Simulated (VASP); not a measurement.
## Li: single point with PBE

Crystal: Li.

```
Li
1.0
     3.07471   -0.01063    0.00000
    -1.54656    2.65747    0.00000
     0.00000    0.00000    5.07187
Li
2
Direct
  0.34842 0.65158 0.25000
  0.65158 0.34842 0.75000
```

| Item | Value |
| --- | --- |
| Program | VASP 6.6.1 |
| Task | single point |
| Functional | PBE |
| Potentials or basis | VASP PAW PBE potentials, release 64 (Li_sv) |
| Cutoff | 520 eV |
| k mesh | 3 × 3 × 2, shifted |
| Occupations | gaussian, width 0.1 eV |
| Spin | no spin polarisation |
| Dipole correction | no |
| Further INCAR settings | ALGO = Normal; EDIFF = 1e-06; NBANDS = 10; ISYM = 0 |

```yaml
Band_gap_on_the_k_mesh: zero (bands 3 and 4 overlap by 0.91 eV)
```

Levels at points of the mesh, in eV from the Fermi level:
```
           k point  band 1  band 2  band 3  band 4  band 5  band 6  band 7
(0.17, 0.17, 0.25)  -46.41  -46.40   -1.76    0.45    5.29    7.10    7.96
```

Run time: 5.6 s on 1 thread of Intel Xeon 8259CL, on a shared host, peak memory 0.14 GiB.

Caveat: the k points lie up to 0.79 Å⁻¹ apart, too coarse for converged energies and pressures of a metal.
